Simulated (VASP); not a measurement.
Wanted: the native input for a VASP 6.6.1 run.

* Task: single point
* Functional: PBE
* Potentials or basis: VASP PAW PBE potentials, release 64 (Ta_pv, N)
* Cutoff: 520 eV
* k mesh: 6 × 6 × 9
* Occupations: fermi-dirac, width 0.01 eV
* Spin: no spin polarisation
* Dipole correction: no
* Further INCAR settings: ALGO = Normal; EDIFF = 1e-06; NBANDS = 33

The structure of TaN lies in POSCAR:

```
TaN
1.0
    5.1440408582      0.0000000000      0.0000000000
   -2.5720204291      4.4548700613      0.0000000000
    0.0000000000      0.0000000000      2.9110000000
Ta N
3 3
Direct
    0.3333333333      0.6666666667      0.5000000000
    0.6666666667      0.3333333333      0.5000000000
    0.0000000000      0.0000000000      0.0000000000
    0.3928500000      0.0000000000      0.0000000000
    0.6071500000      0.6071500000      0.0000000000
    0.0000000000      0.3928500000      0.0000000000
```

This cell differs from its parent crystal: equal xx and yy strain of -1 %.

One way to write it, as run:

INCAR

```
SYSTEM = TaN
ALGO = Normal ; EDIFF = 1E-6
ENCUT = 520 ; GGA = PE
ISIF = 2 ; ISMEAR = -1
LASPH = .TRUE. ; LCHARG = .TRUE.
LELF = .TRUE. ; LREAL = .FALSE.
LVHAR = .TRUE. ; LWAVE = .FALSE.
NBANDS = 33 ; NELM = 80
PREC = Accurate ; SIGMA = 0.01
```

KPOINTS

```
k-points
0
G
  6 6 9
  0 0 0
```

Potentials or basis: VASP PAW PBE potentials, release 64 (Ta_pv, N).

The run is started by

```sh
$ cat potpaw_PBE.64/Ta_pv/POTCAR potpaw_PBE.64/N/POTCAR > POTCAR
$ mpirun -np 1 vasp_std > vasp.out
```

Results of the run:

```json
{
  "Pressure": "12.6 GPa",
  "Largest force": "0.215 eV/Å",
  "Band gap on the k mesh": "zero (band 24 reaches 10.19 eV, above the bottom of band 25 at 7.27 eV)"
}
```

Caveat: the cell differs from its parent crystal (equal xx and yy strain of -1 %); spin-orbit coupling is left out, which moves the levels of the heavy elements.

Wall time 66 s on 1 thread of Intel(R) Xeon(R) Platinum 8488C (Sapphire Rapids), on a shared host, peak memory 0.21 GiB.
